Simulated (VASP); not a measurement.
# HfN (Fm-3m) in VASP: a series of runs

Aim: see how the results for HfN move with the level of theory and the settings. Levels: PBEsol+D3(BJ), PBE+D3(BJ). Tasks: single point.

Everything below comes from runs of VASP 6.6.1. Logs are shortened: lines on timing, memory, paths and dates and some standing lists are left out, and cuts for length are marked.

### 1 The cell of the first run

Symmetry: Fm-3m, No. 225, cubic system. Conventional cell: a = 4.472 Å, b = 4.472 Å, c = 4.472 Å, α = 90.00°, β = 90.00°, γ = 90.00°. Within 3.0 Å of Hf (site symmetry m-3m) lie 6 N at 2.24 Å. N (site symmetry m-3m) has 6 Hf at 2.24 Å within 3.0 Å.

### 2 Single point, PBEsol+D3(BJ)

File INCAR:

```
SYSTEM = HfN
PREC = Accurate
ENCUT = 520
EDIFF = 1E-6
ISMEAR = 0
SIGMA = 0.05
LREAL = .FALSE.
LASPH = .TRUE.
NELM = 100
ALGO = Normal
ISIF = 2
LWAVE = .FALSE.
LCHARG = .FALSE.
GGA = PS
IVDW = 12
NBANDS = 14
```

File KPOINTS:

```
regular mesh
0
G
  10 10 10
  0 0 0
```

File POSCAR:

```
HfN
1.0
    0.0000000000      2.2361207241      2.2361207241
    2.2361207241      0.0000000000      2.2361207241
    2.2361207241      2.2361207241      0.0000000000
Hf N
1 1
Direct
    0.5000000000      0.5000000000      0.5000000000
    0.0000000000      0.0000000000      0.0000000000
```

Potentials or basis: VASP PAW PBE potentials, release 64 (Hf_pv, N).

Launch:

```sh
$ cat potpaw_PBE.64/Hf_pv/POTCAR potpaw_PBE.64/N/POTCAR > POTCAR
$ mpirun -np 1 vasp_std > vasp.out
```

OUTCAR:

```text
SYSTEM = HfN
   PREC = Accurate
   ENCUT = 520
   EDIFF = 1E-6
   ISMEAR = 0
   LREAL = .FALSE.
   LASPH = .TRUE.
   NELM = 100
   ISIF = 2
   GGA = PS
   IVDW = 12
 IVDW          = 12

 ion  position               nearest neighbor table
   1  0.500  0.500  0.500-   2 2.24   2 2.24   2 2.24   2 2.24   2 2.24   2 2.24
   2  0.000  0.000  0.000-   1 2.24   1 2.24   1 2.24   1 2.24   1 2.24   1 2.24

  LATTYP: Found a face centered cubic cell.
 ALAT       =     4.4722414482

  Lattice vectors:

 A1 = (   0.0000000000,   2.2361207241,   2.2361207241)
 A2 = (   2.2361207241,   0.0000000000,   2.2361207241)
 A3 = (   2.2361207241,   2.2361207241,   0.0000000000)

Analysis of symmetry for initial positions (statically):
=====================================================================
 Subroutine PRICEL returns:
 Original cell was already a primitive cell.

 Routine SETGRP: Setting up the symmetry group for a
 face centered cubic supercell.

 Subroutine GETGRP returns: Found 48 space group operations
 (whereof 48 operations were pure point group operations)
 out of a pool of 48 trial point group operations.

The static configuration has the point symmetry O_h .

Analysis of symmetry for dynamics (positions and initial velocities):
=====================================================================
 Subroutine PRICEL returns:
 Original cell was already a primitive cell.

 Routine SETGRP: Setting up the symmetry group for a
 face centered cubic supercell.

 Subroutine GETGRP returns: Found 48 space group operations
 (whereof 48 operations were pure point group operations)
 out of a pool of 48 trial point group operations.

The dynamic configuration has the point symmetry O_h .

 Subroutine INISYM returns: Found 48 space group operations
 (whereof 48 operations are pure point group operations),
 and found     1 'primitive' translations

----------------------------------------------------------------------------------------

                                     Primitive cell

  volume of cell :      22.3623

  direct lattice vectors                    reciprocal lattice vectors
     0.000000000  2.236120724  2.236120724    -0.223601523  0.223601523  0.223601523
     2.236120724  0.000000000  2.236120724     0.223601523 -0.223601523  0.223601523
     2.236120724  2.236120724  0.000000000     0.223601523  0.223601523 -0.223601523

  length of vectors
     3.162352255  3.162352255  3.162352255     0.387289199  0.387289199  0.387289199

  position of ions in fractional coordinates (direct lattice)
     0.500000000  0.500000000  0.500000000
     0.000000000  0.000000000  0.000000000

  ion indices of the primitive-cell ions
   primitive index   ion index
                 1           1
                 2           2

----------------------------------------------------------------------------------------

 KPOINTS: regular mesh

Automatic generation of k-mesh.
 Grid dimensions read from file:
 generate k-points for:   10   10   10

 Generating k-lattice:

  Cartesian coordinates                     Fractional coordinates (reciprocal lattice)
    -0.022360152  0.022360152  0.022360152     0.100000000  0.000000000  0.000000000
     0.022360152 -0.022360152  0.022360152     0.000000000  0.100000000  0.000000000
     0.022360152  0.022360152 -0.022360152     0.000000000  0.000000000  0.100000000

  Length of vectors
     0.038728920  0.038728920  0.038728920

  Shift w.r.t. Gamma in fractional coordinates (k-lattice)
     0.000000000  0.000000000  0.000000000

 Subroutine IBZKPT returns following result:
 ===========================================

 Found     47 irreducible k-points:

 Following reciprocal coordinates:
            Coordinates               Weight
  0.000000  0.000000  0.000000      1.000000
  0.100000  0.000000  0.000000      8.000000
  0.200000  0.000000  0.000000      8.000000
  0.300000  0.000000  0.000000      8.000000
  0.400000  0.000000  0.000000      8.000000
  0.500000  0.000000  0.000000      4.000000
[... 16 lines left out ...]
  0.300000  0.300000  0.000000      6.000000
  0.400000  0.300000  0.000000     24.000000
 [... further k-points ...]
   k-points           NKPTS =     47   k-points in BZ     NKDIM =     47   number of bands    NBANDS=     14
   number of dos      NEDOS =    301   number of ions     NIONS =      2
   total plane-waves  NPLWV =  13824
   dimension x,y,z NGX =    24 NGY =   24 NGZ =   24
   dimension x,y,z NGXF=    48 NGYF=   48 NGZF=   48
   ions per type =               1   1
   NGX,Y,Z   is equivalent  to a cutoff of  12.62, 12.62, 12.62 a.u.
   NGXF,Y,Z  is equivalent  to a cutoff of  25.23, 25.23, 25.23 a.u.
 SYSTEM =  HfN
   PREC   = accura    normal or accurate (medium, high low for compatibility)
   ISTART =      0    job   : 0-new  1-cont  2-samecut
   ICHARG =      2    charge: 1-file 2-atom 10-const
   ISPIN  =      1    spin polarized calculation?
   LNONCOLLINEAR =      F non collinear calculations
[... 29 lines left out ...]
   GGA     = PS    functional components
   LHFCALC =     F    Hartree Fock is set to
   AEXX    =    0.0000 exact exchange contribution
   IVDW    =    12    specifies the selected vdW correction
   LEPSILON=     F    determine dielectric tensor
   LRPA    =     F    only Hartree local field effects (RPA)
 non-spin polarized calculation
 Gauss-broadening in eV      SIGMA  =   0.05
  energy-cutoff  :      520.00
  volume of cell :       22.36
 maximum number of plane-waves:       620
   NGX = 11   NGY = 11   NGZ = 11

 number of electron      15.0000001 magnetization

 Free energy of the ion-electron system (eV)
  ---------------------------------------------------
  ext. energy  EPLUGINS =         0.00000000
  ---------------------------------------------------
  free energy    TOTEN  =       -22.98302086 eV

  energy without entropy =      -22.98195997  energy(sigma->0) =      -22.98249041

 E-fermi :   8.5006     XC(G=0): -13.0542

 val. band max:        8.4617211613   @ k =  -0.4000   0.3000   0.0000
 cond. band min:       8.5162391085   @ k =  -0.1000   0.1000   0.0000
 fundamental gap:      0.0545179472
 Fermi energy:         8.5005515243

 k-point     1 :       0.0000    0.0000    0.0000
  band No.  band energies     occupation
      1     -22.4606      2.00000
      2     -22.4606      2.00000
      3     -22.4606      2.00000
      4      -9.1527      2.00000
      5       5.4471      2.00000
      6       5.4471      2.00000
      7       5.4471      2.00000
      8       8.0847      2.00000
      9       8.0847      2.00000
     10       8.0847      2.00000
     11      10.4932      0.00000
     12      10.4932      0.00000
     13      10.5800      0.00000
     14      18.0854      0.00000

 k-point     2 :       0.1000    0.0000    0.0000
  band No.  band energies     occupation
      1     -22.5758      2.00000
      2     -22.4698      2.00000
      3     -22.4698      2.00000
      4      -8.9051      2.00000
      5       4.5025      2.00000
      6       4.8715      2.00000
      7       4.8715      2.00000
      8       8.3329      2.00000
      9       8.4260      1.96511
     10       8.4260      1.96511
     11      11.2714      0.00000
     12      11.2714      0.00000
     13      11.2756      0.00000
     14      18.8846      0.00000

 k-point     3 :       0.2000    0.0000    0.0000
  band No.  band energies     occupation
      1     -22.8643      2.00000
      2     -22.4941      2.00000
      3     -22.4941      2.00000
      4      -8.2422      2.00000
      5       2.7878      2.00000
      6       3.8307      2.00000
      7       3.8307      2.00000
      8       8.7438      0.00000
      9       9.2752      0.00000
     10       9.2752      0.00000
     11      12.7259      0.00000
     12      13.0185      0.00000
     13      13.0185      0.00000
     14      20.8009      0.00000
[... 324 lines left out ...]
 k-point    23 :       0.3000    0.3000    0.0000
  band No.  band energies     occupation
      1     -23.1020      2.00000
      2     -22.6894      2.00000
      3     -22.6894      2.00000
      4      -7.7841      2.00000
      5       1.5527      2.00000
      6       4.5909      2.00000
      7       4.5909      2.00000
      8       5.4195      2.00000
      9      11.8374      0.00000
     10      12.5053      0.00000
     11      12.7457      0.00000
     12      12.7457      0.00000
     13      17.8243      0.00000
     14      20.8552      0.00000

 k-point    24 :       0.4000    0.3000    0.0000
  band No.  band energies     occupation
      1     -23.2237      2.00000
      2     -22.7583      2.00000
      3     -22.7253      2.00000
      4      -7.6787      2.00000
      5       1.7975      2.00000
      6       3.7969      2.00000
      7       4.3211      2.00000
      8       5.9123      2.00000
      9      12.7160      0.00000
     10      13.2836      0.00000
     11      13.4378      0.00000
     12      13.5738      0.00000
     13      17.9906      0.00000
     14      20.1484      0.00000

 [... further k-points ...]

------------------------ aborting loop because EDIFF is reached ----------------------------------------

 Edisp (eV)   -0.80057

 E8    (eV) :    -0.5619

  FORCE on cell =-STRESS in cart. coord.  units (eV):
  Direction    XX          YY          ZZ          XY          YZ          ZX
  --------------------------------------------------------------------------------------
  -------------------------------------------------------------------------------------
  Total      -0.29953    -0.29953    -0.29953     0.00000     0.00000    -0.00000
  in kB     -21.46037   -21.46037   -21.46037     0.00000     0.00000    -0.00000
  external pressure =      -21.46 kB  Pullay stress =        0.00 kB

 VOLUME and BASIS-vectors are now :
 -----------------------------------------------------------------------------
  energy-cutoff  :      520.00
  volume of cell :       22.36
      direct lattice vectors                 reciprocal lattice vectors
     0.000000000  2.236120724  2.236120724    -0.223601523  0.223601523  0.223601523
     2.236120724  0.000000000  2.236120724     0.223601523 -0.223601523  0.223601523
     2.236120724  2.236120724  0.000000000     0.223601523  0.223601523 -0.223601523

 POSITION                                       TOTAL-FORCE (eV/Angst)
 -----------------------------------------------------------------------------------
      2.23612      2.23612      2.23612        -0.000000     -0.000000     -0.000000
      0.00000      0.00000      0.00000         0.000000      0.000000      0.000000
 -----------------------------------------------------------------------------------
    total drift:                                0.000000     -0.000000     -0.000000

  FREE ENERGIE OF THE ION-ELECTRON SYSTEM (eV)
  ---------------------------------------------------
  free  energy   TOTEN  =       -23.7835930791 eV

  energy  without entropy=      -23.7825321939  energy(sigma->0) =      -23.78306264
```

It took 12 s on 1 thread of Intel Xeon 6975P-C, shared host; peak memory 0.16 GiB.

Results:

```
Free energy                : -23.7836 eV
Pressure                   : -2.1 GPa
Dispersion energy per atom : -0.400 eV
```

Levels at points of the mesh, in eV from the Fermi level:
| k point | band 6 | band 7 | band 8 | band 9 | band 10 | band 11 |
| --- | --- | --- | --- | --- | --- | --- |
| (0.00, 0.00, 0.00) | -3.05 | -3.05 | -0.42 | -0.42 | -0.42 | 1.99 |
| (0.50, 0.00, 0.00) | -6.36 | -6.36 | 3.41 | 3.84 | 3.84 | 4.54 |
| (0.50, 0.50, 0.00) | -4.01 | -3.70 | -3.70 | 4.23 | 5.77 | 5.77 |

Caveat: the PAW data sets were made with another functional, which shifts forces and pressure a little; spin-orbit coupling is left out, which moves the levels of the heavy elements; pairwise dispersion overbinds metals, which lowers pressure and volume.

### 3 Single point, PBEsol+D3(BJ) (volume scaled by 0.98)

File INCAR:

```
PREC = Accurate
ENCUT = 520
EDIFF = 1E-6
ISMEAR = 0
SIGMA = 0.05
LREAL = False
LASPH = True
NELM = 100
ALGO = Normal
ISIF = 2
LWAVE = False
LCHARG = True
GGA = PS
IVDW = 12
LELF = True
LVHAR = True
NBANDS = 14
```

File KPOINTS:

```
regular mesh
0
Gamma
  10 10 10
```

File POSCAR:

```
HfN
1.0
    0.0000000000      2.2211127503      2.2211127503
    2.2211127503      0.0000000000      2.2211127503
    2.2211127503      2.2211127503      0.0000000000
Hf N
1 1
Direct
    0.5000000000      0.5000000000      0.5000000000
    0.0000000000      0.0000000000      0.0000000000
```

Potentials or basis: VASP PAW PBE potentials, release 64 (Hf_pv, N).

Launch:

```sh
$ cat potpaw_PBE.64/Hf_pv/POTCAR potpaw_PBE.64/N/POTCAR > POTCAR
$ mpirun -np 1 vasp_std > vasp.out
```

Wall time 11 s (1 thread of Intel Xeon 6975P-C, shared host); peak memory 0.16 GiB.

It converged, with:

- Free energy: -23.7807 eV
- Pressure: 4.1 GPa
- Dispersion energy per atom: -0.409 eV

Levels at points of the mesh, in eV from the Fermi level:
| k point | band 6 | band 7 | band 8 | band 9 | band 10 | band 11 |
| --- | --- | --- | --- | --- | --- | --- |
| (0.00, 0.00, 0.00) | -3.08 | -3.08 | -0.43 | -0.43 | -0.43 | 2.04 |
| (0.50, 0.00, 0.00) | -6.47 | -6.47 | 3.50 | 3.95 | 3.95 | 4.65 |
| (0.50, 0.50, 0.00) | -4.11 | -3.71 | -3.71 | 4.35 | 5.93 | 5.93 |

Caveat: the PAW data sets were made with another functional, which shifts forces and pressure a little; spin-orbit coupling is left out, which moves the levels of the heavy elements; pairwise dispersion overbinds metals, which lowers pressure and volume.

### 4 Single point, PBEsol+D3(BJ) (volume scaled by 1.02)

File INCAR:

```
ALGO     = Normal         # electronic algorithm
EDIFF    = 1E-7           # SCF threshold, eV
ENCUT    = 520            # plane-wave cutoff, eV
GGA      = PS             # functional
ISIF     = 2              # what is computed and relaxed
ISMEAR   = 0              # smearing method
IVDW     = 12             # dispersion correction
LASPH    = T              # aspherical terms in the spheres
LCHARG   = T              # write CHGCAR
LELF     = T              # ELF
LREAL    = F              # projectors in reciprocal space
LVHAR    = T            
LWAVE    = F              # write WAVECAR
NBANDS   = 14             # bands
NELM     = 60             # most SCF steps
PREC     = Accurate       # precision mode
SIGMA    = 0.05           # smearing width, eV
```

File KPOINTS:

```
k-points
0
Gamma
  10 10 10
```

File POSCAR:

```
HfN
1.0
    0.0000000000      2.2509299022      2.2509299022
    2.2509299022      0.0000000000      2.2509299022
    2.2509299022      2.2509299022      0.0000000000
Hf N
1 1
Direct
    0.5000000000      0.5000000000      0.5000000000
    0.0000000000      0.0000000000      0.0000000000
```

Launch:

```sh
$ cat potpaw_PBE.64/Hf_pv/POTCAR potpaw_PBE.64/N/POTCAR > POTCAR
$ mpirun -np 1 vasp_std > vasp.out
```

It took 11 s on 1 thread of Intel Xeon 6975P-C, shared host; peak memory 0.16 GiB.

Results (log left out):

```
Free energy                : -23.7700 eV
Pressure                   : -7.8 GPa
Dispersion energy per atom : -0.392 eV
```

Levels at points of the mesh, in eV from the Fermi level:
```tsv
k point	band 6	band 7	band 8	band 9	band 10	band 11
(0.00, 0.00, 0.00)	-3.03	-3.03	-0.40	-0.40	-0.40	1.89
(0.50, 0.00, 0.00)	-6.26	-6.26	3.32	3.74	3.74	4.44
(0.50, 0.50, 0.00)	-3.92	-3.70	-3.70	4.12	5.61	5.61
```

Caveat: the PAW data sets were made with another functional, which shifts forces and pressure a little; spin-orbit coupling is left out, which moves the levels of the heavy elements; pairwise dispersion overbinds metals, which lowers pressure and volume.

### 5 Single point, PBE+D3(BJ) (volume scaled by 0.98)

File INCAR:

```
  ALGO = Normal
  EDIFF = 1E-6
  ENCUT = 520
  GGA = PE
  ISIF = 2
  ISMEAR = 0
  IVDW = 12
  LASPH = True
  LCHARG = True
  LELF = True
  LREAL = False
  LVHAR = True
  LWAVE = False
  NBANDS = 14
  NELM = 60
  PREC = Accurate
  SIGMA = 0.05
```

KPOINTS is that of step 4.

File POSCAR:

```
HfN
1.0
    0.0000000000      2.2433256892      2.2433256892
    2.2433256892      0.0000000000      2.2433256892
    2.2433256892      2.2433256892      0.0000000000
Hf N
1 1
Direct
    0.5000000000      0.5000000000      0.5000000000
    0.0000000000      0.0000000000      0.0000000000
```

Launch:

```sh
$ cat potpaw_PBE.64/Hf_pv/POTCAR potpaw_PBE.64/N/POTCAR > POTCAR
$ mpirun -np 1 vasp_std > vasp.out
```

Run time: 11 s. Hardware: 1 thread of Intel Xeon 6975P-C, shared host; peak memory 0.16 GiB.

Results (log left out):

| Item | Value |
| --- | --- |
| Free energy | -22.5188 eV |
| Pressure | 3.4 GPa |
| Dispersion energy per atom | -0.395 eV |

Levels at points of the mesh, in eV from the Fermi level:
```csv
k point,band 4,band 5,band 6,band 7,band 8,band 9,band 10,band 11,band 12,band 13
"(0.00, 0.00, 0.00)",-17.68,-3.10,-3.10,-3.10,-0.39,-0.39,-0.39,1.96,1.99,1.99
"(0.50, 0.00, 0.00)",-14.83,-9.05,-6.33,-6.33,3.34,3.78,3.78,4.50,9.05,9.05
"(0.50, 0.50, 0.00)",-16.58,-5.45,-3.94,-3.75,-3.75,4.18,5.66,5.66,5.81,8.24
```

Caveat: spin-orbit coupling is left out, which moves the levels of the heavy elements; pairwise dispersion overbinds metals, which lowers pressure and volume.

### 6 Single point, PBE+D3(BJ) (volume scaled by 0.96)

File INCAR:

```
PREC     = Accurate       # precision mode
ENCUT    = 520            # plane-wave cutoff, eV
EDIFF    = 1E-6           # SCF threshold, eV
ISMEAR   = 0              # smearing method
SIGMA    = 0.05           # smearing width, eV
LREAL    = F              # projectors in reciprocal space
LASPH    = T              # aspherical terms in the spheres
NELM     = 100            # most SCF steps
ALGO     = Normal         # electronic algorithm
ISIF     = 2              # what is computed and relaxed
LWAVE    = F              # write WAVECAR
LCHARG   = F              # write CHGCAR
GGA      = PE             # functional
IVDW     = 12             # dispersion correction
NBANDS   = 14             # bands
```

File KPOINTS:

```
Automatic mesh
0
Gamma
  10 10 10
```

File POSCAR:

```
HfN
1.0
    0.0000000000      2.2279599625      2.2279599625
    2.2279599625      0.0000000000      2.2279599625
    2.2279599625      2.2279599625      0.0000000000
Hf N
1 1
Direct
    0.5000000000      0.5000000000      0.5000000000
    0.0000000000      0.0000000000      0.0000000000
```

Potentials or basis: VASP PAW PBE potentials, release 64 (Hf_pv, N).

Launch:

```sh
$ cat potpaw_PBE.64/Hf_pv/POTCAR potpaw_PBE.64/N/POTCAR > POTCAR
$ mpirun -np 1 vasp_std > vasp.out
```

Wall time 9.6 s (1 thread of Intel Xeon 6975P-C, shared host); peak memory 0.16 GiB.

It converged, with:

| Quantity | Value |
| --- | --- |
| Free energy | -22.4997 eV |
| Pressure | 9.8 GPa |
| Dispersion energy per atom | -0.403 eV |

Levels at points of the mesh, in eV from the Fermi level:
```tsv
k point	band 6	band 7	band 8	band 9	band 10	band 11
(0.00, 0.00, 0.00)	-3.12	-3.12	-0.41	-0.41	-0.41	2.04
(0.50, 0.00, 0.00)	-6.44	-6.44	3.43	3.89	3.89	4.62
(0.50, 0.50, 0.00)	-4.03	-3.76	-3.76	4.29	5.82	5.82
```

Caveat: spin-orbit coupling is left out, which moves the levels of the heavy elements; pairwise dispersion overbinds metals, which lowers pressure and volume.

### 7 The runs side by side

```tsv
level	cell	gap on the mesh (eV)	pressure (GPa)
PBEsol+D3(BJ)	a = 3.162 Å, angles 60.0°, 2 atoms	none	-2.1
PBEsol+D3(BJ)	a = 3.141 Å, angles 60.0°, 2 atoms	none	4.1
PBEsol+D3(BJ)	a = 3.183 Å, angles 60.0°, 2 atoms	none	-7.8
PBE+D3(BJ)	a = 3.173 Å, angles 60.0°, 2 atoms	none	3.4
PBE+D3(BJ)	a = 3.151 Å, angles 60.0°, 2 atoms	none	9.8
```

Alike in all rows: task single point; potentials or basis VASP PAW PBE potentials, release 64 (Hf_pv, N); no spin polarisation; k mesh 10 × 10 × 10; cutoff (eV) 520; smearing gaussian 0.05 eV.

Caveats: spin-orbit coupling is left out, which moves the levels of the heavy elements; pairwise dispersion overbinds metals, which lowers pressure and volume; the PAW data sets were made with another functional, which shifts forces and pressure a little (some runs).

Total energies depend on the potentials used, so only differences within one code and one set of settings carry meaning.
